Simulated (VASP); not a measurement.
# AlAs (x) (F-43m) in VASP: single point with PBEsol

Aim: the single point of AlAs (x) with PBEsol.

All numbers are computed with VASP 6.6.1; they aren't measurements. Logs are shortened: lines on timing, memory, paths and dates and some standing lists are left out, and cuts for length are marked.

### Step 1. The cell of the first run

The structure is cubic, space group F-43m (No. 216). Conventional cell: a = 5.661 Å, b = 5.661 Å, c = 5.661 Å, α = 90.00°, β = 90.00°, γ = 90.00°. Al (site symmetry -43m) has 4 As at 2.45 Å within 3.2 Å. Within 3.2 Å of As (site symmetry -43m) lie 4 Al at 2.45 Å.

### Step 2. Single point, PBEsol

Contents of INCAR:

```
SYSTEM = AlAs
PREC = Accurate ; ENCUT = 500
EDIFF = 1E-6 ; ISMEAR = 0
SIGMA = 0.01 ; LREAL = .FALSE.
LASPH = .TRUE. ; NELM = 120
ALGO = Normal ; ISIF = 2
LWAVE = .FALSE. ; LCHARG = .FALSE.
GGA = PS ; NBANDS = 11
GGA_COMPAT = .FALSE.
```

Contents of KPOINTS:

```
Automatic mesh
0
G
  8 8 8
  0 0 0
```

Contents of POSCAR:

```
AlAs
1.0
    0.0000000000      2.8305000000      2.8305000000
    2.8305000000      0.0000000000      2.8305000000
    2.8305000000      2.8305000000      0.0000000000
Al As
1 1
Direct
    0.0000000000      0.0000000000      0.0000000000
    0.2500000000      0.2500000000      0.2500000000
```

Potentials or basis: VASP PAW PBE potentials, release 64 (Al, As).

Command:

```sh
$ cat potpaw_PBE.64/Al/POTCAR potpaw_PBE.64/As/POTCAR > POTCAR
$ mpirun -np 1 vasp_std > vasp.out
```

OUTCAR:

```text
SYSTEM = AlAs
   PREC = Accurate
   ENCUT = 500
   EDIFF = 1E-6
   ISMEAR = 0
   LREAL = .FALSE.
   LASPH = .TRUE.
   NELM = 120
   ISIF = 2
   GGA = PS

 ion  position               nearest neighbor table
   1  0.000  0.000  0.000-   2 2.45   2 2.45   2 2.45   2 2.45
   2  0.250  0.250  0.250-   1 2.45   1 2.45   1 2.45   1 2.45

  LATTYP: Found a face centered cubic cell.
 ALAT       =     5.6610000000

  Lattice vectors:

 A1 = (   0.0000000000,   2.8305000000,   2.8305000000)
 A2 = (   2.8305000000,   0.0000000000,   2.8305000000)
 A3 = (   2.8305000000,   2.8305000000,   0.0000000000)

Analysis of symmetry for initial positions (statically):
=====================================================================
 Subroutine PRICEL returns:
 Original cell was already a primitive cell.

 Routine SETGRP: Setting up the symmetry group for a
 face centered cubic supercell.

 Subroutine GETGRP returns: Found 24 space group operations
 (whereof 24 operations were pure point group operations)
 out of a pool of 48 trial point group operations.

The static configuration has the point symmetry T_d .

Analysis of symmetry for dynamics (positions and initial velocities):
=====================================================================
 Subroutine PRICEL returns:
 Original cell was already a primitive cell.

 Routine SETGRP: Setting up the symmetry group for a
 face centered cubic supercell.

 Subroutine GETGRP returns: Found 24 space group operations
 (whereof 24 operations were pure point group operations)
 out of a pool of 48 trial point group operations.

The dynamic configuration has the point symmetry T_d .

 Subroutine INISYM returns: Found 24 space group operations
 (whereof 24 operations are pure point group operations),
 and found     1 'primitive' translations

----------------------------------------------------------------------------------------

                                     Primitive cell

  volume of cell :      45.3544

  direct lattice vectors                    reciprocal lattice vectors
     0.000000000  2.830500000  2.830500000    -0.176647235  0.176647235  0.176647235
     2.830500000  0.000000000  2.830500000     0.176647235 -0.176647235  0.176647235
     2.830500000  2.830500000  0.000000000     0.176647235  0.176647235 -0.176647235

  length of vectors
     4.002931488  4.002931488  4.002931488     0.305961987  0.305961987  0.305961987

  position of ions in fractional coordinates (direct lattice)
     0.000000000  0.000000000  0.000000000
     0.250000000  0.250000000  0.250000000

  ion indices of the primitive-cell ions
   primitive index   ion index
                 1           1
                 2           2

----------------------------------------------------------------------------------------

 KPOINTS: Automatic mesh

Automatic generation of k-mesh.
 Grid dimensions read from file:
 generate k-points for:    8    8    8

 Generating k-lattice:

  Cartesian coordinates                     Fractional coordinates (reciprocal lattice)
    -0.022080904  0.022080904  0.022080904     0.125000000  0.000000000  0.000000000
     0.022080904 -0.022080904  0.022080904     0.000000000  0.125000000  0.000000000
     0.022080904  0.022080904 -0.022080904     0.000000000  0.000000000  0.125000000

  Length of vectors
     0.038245248  0.038245248  0.038245248

  Shift w.r.t. Gamma in fractional coordinates (k-lattice)
     0.000000000  0.000000000  0.000000000

 Subroutine IBZKPT returns following result:
 ===========================================

 Found     29 irreducible k-points:

 Following reciprocal coordinates:
            Coordinates               Weight
  0.000000  0.000000  0.000000      1.000000
  0.125000  0.000000  0.000000      8.000000
  0.250000  0.000000  0.000000      8.000000
  0.375000  0.000000  0.000000      8.000000
  0.500000  0.000000  0.000000      4.000000
  0.125000  0.125000  0.000000      6.000000
[... 16 lines left out ...]
  0.500000  0.250000  0.125000     48.000000
 -0.375000  0.250000  0.125000     24.000000
 [... further k-points ...]
   k-points           NKPTS =     29   k-points in BZ     NKDIM =     29   number of bands    NBANDS=     11
   number of dos      NEDOS =    301   number of ions     NIONS =      2
   total plane-waves  NPLWV =  27000
   dimension x,y,z NGX =    30 NGY =   30 NGZ =   30
   dimension x,y,z NGXF=    60 NGYF=   60 NGZF=   60
   ions per type =               1   1
   NGX,Y,Z   is equivalent  to a cutoff of  12.46, 12.46, 12.46 a.u.
   NGXF,Y,Z  is equivalent  to a cutoff of  24.92, 24.92, 24.92 a.u.
 SYSTEM =  AlAs
   PREC   = accura    normal or accurate (medium, high low for compatibility)
   ISTART =      0    job   : 0-new  1-cont  2-samecut
   ICHARG =      2    charge: 1-file 2-atom 10-const
   ISPIN  =      1    spin polarized calculation?
   LNONCOLLINEAR =      F non collinear calculations
   LSORBIT =      F    spin-orbit coupling
   LASPH  =      T    aspherical Exc in radial PAW
   ENCUT  =  500.0 eV  36.75 Ry    6.06 a.u.   7.30  7.30  7.30*2*pi/ulx,y,z
   NELM   =    120;   NELMIN=  2; NELMDL= -5     # of ELM steps
   EDIFF  = 0.1E-05   stopping-criterion for ELM
   LREAL  =      F    real-space projection
   EDIFFG = 0.1E-04   stopping-criterion for IOM
   NSW    =      0    number of steps for IOM
   IBRION =     -1    ionic relax: 0-MD 1-quasi-New 2-CG
   NFREE  =      0    steps in history (QN), initial steepest desc. (CG)
   ISIF   =      2    stress and relaxation
   ISYM   =      2    0-nonsym 1-usesym 2-fastsym
   POTIM  = 0.5000    time-step for ionic-motion
   TEBEG  =    0.0;   TEEND  =   0.0 temperature during run
   PSTRESS=    0.0 pullay stress
   NELECT =       8.0000    total number of electrons
   NUPDOWN=      -1.0000    fix difference up-down
   EMIN   =  10.00;   EMAX   =-10.00  energy-range for DOS
   EFERMI =   0.00;   METHOD = LEGACY
   ISMEAR =     0;   SIGMA  =   0.01  broadening in eV -4-tet -1-fermi 0-gaus
   EFERMI_NEDOS =   21; number of points for ismear=-14 and -15
   IALGO  =     38    algorithm
   IMIX   =      4    mixing-type and parameters
     AMIX     =   0.40;   BMIX     =  1.00
     AMIX_MAG =   1.60;   BMIX_MAG =  1.00
  volume/ion in A,a.u.               =      22.68       153.03
  Fermi-wavevector in a.u.,A,eV,Ry     =   0.918118  1.734991 11.468895  0.842940
  Thomas-Fermi vector in A             =   2.043163
   LORBIT       =      0    0 simple, 1 ext, 2 COOP (PROOUT), +10 PAW based schemes
   GGA     = PS    functional components
   LHFCALC =     F    Hartree Fock is set to
   AEXX    =    0.0000 exact exchange contribution
   IVDW    =     0    specifies the selected vdW correction
   LEPSILON=     F    determine dielectric tensor
   LRPA    =     F    only Hartree local field effects (RPA)
 non-spin polarized calculation
 Gauss-broadening in eV      SIGMA  =   0.01
  energy-cutoff  :      500.00
  volume of cell :       45.35
 maximum number of plane-waves:      1174
 NGX is ok and might be reduce to    30
   NGX = 15   NGY = 15   NGZ = 15

 number of electron       8.0000000 magnetization

 Free energy of the ion-electron system (eV)
  ---------------------------------------------------
  ext. energy  EPLUGINS =         0.00000000
  ---------------------------------------------------
  free energy    TOTEN  =       -10.06356575 eV

  energy without entropy =      -10.06356575  energy(sigma->0) =      -10.06356575

 E-fermi :   3.9012     XC(G=0):  -9.1952

 val. band max:        3.8012162274   @ k =   0.0000   0.0000   0.0000
 cond. band min:       5.1203019350   @ k =   0.5000   0.5000   0.0000
 fundamental gap:      1.3190857076
 Fermi energy:         3.9011785457

 k-point     1 :       0.0000    0.0000    0.0000
  band No.  band energies     occupation
      1      -8.0853      2.00000
      2       3.8012      2.00000
      3       3.8012      2.00000
      4       3.8012      2.00000
      5       5.7802      0.00000
      6       8.0640      0.00000
      7       8.0640      0.00000
      8       8.0640      0.00000
      9      12.5116      0.00000
     10      12.7914      0.00000
     11      12.7914      0.00000

 k-point     2 :       0.1250    0.0000    0.0000
  band No.  band energies     occupation
      1      -7.9318      2.00000
      2       2.3575      2.00000
      3       3.6395      2.00000
      4       3.6395      2.00000
      5       6.5400      0.00000
      6       8.3465      0.00000
      7       8.3465      0.00000
      8       8.4537      0.00000
      9      12.1623      0.00000
     10      12.1623      0.00000
     11      13.2406      0.00000

 k-point     3 :       0.2500    0.0000    0.0000
  band No.  band energies     occupation
      1      -7.5057      2.00000
      2       0.3915      2.00000
      3       3.3211      2.00000
      4       3.3211      2.00000
      5       6.3594      0.00000
      6       8.6809      0.00000
      7       8.6809      0.00000
      8      10.1807      0.00000
      9      12.0532      0.00000
     10      12.0532      0.00000
     11      13.0316      0.00000

 k-point     4 :       0.3750    0.0000    0.0000
  band No.  band energies     occupation
      1      -6.9536      2.00000
      2      -1.1626      2.00000
      3       3.0675      2.00000
      4       3.0675      2.00000
      5       6.0123      0.00000
      6       8.5533      0.00000
      7       8.5533      0.00000
      8      11.3686      0.00000
      9      13.3598      0.00000
     10      13.3598      0.00000
     11      13.4206      0.00000

 k-point     5 :       0.5000    0.0000    0.0000
  band No.  band energies     occupation
      1      -6.6580      2.00000
      2      -1.8015      2.00000
      3       2.9754      2.00000
      4       2.9754      2.00000
      5       5.8820      0.00000
      6       8.4324      0.00000
      7       8.4324      0.00000
      8      11.3785      0.00000
      9      14.8625      0.00000
     10      15.3051      0.00000
     11      15.3051      0.00000
[... 211 lines left out ...]
 k-point    21 :       0.5000    0.5000    0.0000
  band No.  band energies     occupation
      1      -6.1072      2.00000
      2      -1.6419      2.00000
      3       1.6151      2.00000
      4       1.6151      2.00000
      5       5.1203      0.00000
      6       6.0182      0.00000
      7      14.0824      0.00000
      8      14.0824      0.00000
      9      15.4688      0.00000
     10      16.3470      0.00000
     11      16.3470      0.00000

 k-point    22 :       0.3750    0.2500    0.1250
  band No.  band energies     occupation
      1      -7.1492      2.00000
      2       0.0197      2.00000
      3       1.8273      2.00000
      4       2.8188      2.00000
      5       7.3314      0.00000
      6       8.0346      0.00000
      7       9.0248      0.00000
      8      10.2960      0.00000
      9      11.9199      0.00000
     10      14.1774      0.00000
     11      15.7482      0.00000

 k-point    23 :       0.5000    0.2500    0.1250
  band No.  band energies     occupation
      1      -6.6522      2.00000
      2      -0.9976      2.00000
      3       1.2364      2.00000
      4       2.4320      2.00000
      5       7.4180      0.00000
      6       8.1963      0.00000
      7       9.5269      0.00000
      8      10.6215      0.00000
      9      13.0816      0.00000
     10      14.2855      0.00000
     11      15.8668      0.00000

 k-point    24 :      -0.3750    0.2500    0.1250
  band No.  band energies     occupation
      1      -6.3949      2.00000
      2      -1.4811      2.00000
      3       1.0848      2.00000
      4       2.2464      2.00000
      5       7.4121      0.00000
      6       7.9657      0.00000
      7      10.4443      0.00000
      8      11.3753      0.00000
      9      12.0982      0.00000
     10      14.7194      0.00000
     11      15.9993      0.00000

 [... further k-points ...]
[... 5 lines left out ...]
  --------------------------------------------------------------------------------------
  -------------------------------------------------------------------------------------
  Total        0.2293638      0.2293638      0.2293638     -0.0000000     -0.0000000     -0.0000000
  in kB        8.1024420      8.1024420      8.1024420     -0.0000000     -0.0000000     -0.0000000
  external PRESSURE =       8.1024420 kB  Pullay stress =       0.0000000 kB

 VOLUME and BASIS-vectors are now :
 -----------------------------------------------------------------------------
  energy-cutoff  :      500.00
  volume of cell :       45.35
      direct lattice vectors                 reciprocal lattice vectors
     0.000000000  2.830500000  2.830500000    -0.176647235  0.176647235  0.176647235
     2.830500000  0.000000000  2.830500000     0.176647235 -0.176647235  0.176647235
     2.830500000  2.830500000  0.000000000     0.176647235  0.176647235 -0.176647235

 POSITION                                       TOTAL-FORCE (eV/Angst)
 -----------------------------------------------------------------------------------
      0.00000      0.00000      0.00000        -0.000000      0.000000      0.000000
      1.41525      1.41525      1.41525         0.000000     -0.000000     -0.000000
 -----------------------------------------------------------------------------------
    total drift:                                0.000000      0.000000      0.000000

  FREE ENERGIE OF THE ION-ELECTRON SYSTEM (eV)
  ---------------------------------------------------
  free  energy   TOTEN  =       -10.0635657474 eV

  energy  without entropy=      -10.0635657474  energy(sigma->0) =      -10.06356575
```

Run time: 23 s. Hardware: 1 thread of Intel Xeon 8259CL, shared host; peak memory 0.17 GiB.

Results:

```yaml
Free_energy: -10.0636 eV
Pressure: 0.8 GPa
Band_gap_on_the_k_mesh: 1.32 eV, indirect (least direct gap 1.98 eV)
```

Levels at points of the mesh, in eV from the valence-band top:
```csv
k point,band 2,band 3,band 4,band 5,band 6,band 7
"(0.00, 0.00, 0.00)",0.00,0.00,0.00,1.98,4.26,4.26
"(0.50, 0.00, 0.00)",-5.60,-0.83,-0.83,2.08,4.63,4.63
"(0.50, 0.50, 0.00)",-5.44,-2.19,-2.19,1.32,2.22,10.28
```

Caveat: the PAW data sets were made with another functional, which shifts forces and pressure a little. Expect the measured gap to be larger: semilocal functionals such as PBEsol lack the derivative discontinuity.
